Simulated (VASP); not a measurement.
Here is a VASP 6.6.1 calculation.

The input INCAR:

```
SYSTEM = Mg
ALGO = Normal
EDIFF = 1E-6
ENCUT = 520
GGA = PE
ISIF = 2
ISMEAR = -1
LASPH = .True.
LCHARG = .False.
LREAL = .False.
LWAVE = .False.
NBANDS = 9
NELM = 60
PREC = Accurate
SIGMA = 0.08
```

Contents of KPOINTS:

```
k-points
0
Gamma
  11 11 11
  0 0 0
```

POSCAR

```
Mg
1.0
    0.0000000000      3.1115504427      3.1115504427
    3.1115504427      0.0000000000      3.1115504427
    3.1115504427      3.1115504427      0.0000000000
Mg
2
Direct
   -0.1250000000     -0.1250000000     -0.1250000000
    0.1250000000      0.1250000000      0.1250000000
```

Potentials or basis: VASP PAW PBE potentials, release 64 (Mg).

Launch:

```sh
$ cat potpaw_PBE.64/Mg/POTCAR > POTCAR
$ mpirun -np 1 vasp_std > vasp.out
```

Task: What does it give for the band gap on the k mesh?

Result: Zero (band 2 reaches 5.12 eV, above the bottom of band 3 at 0.31 eV).

Task: Estimate the pressure.

Result: 5.7 GPa.
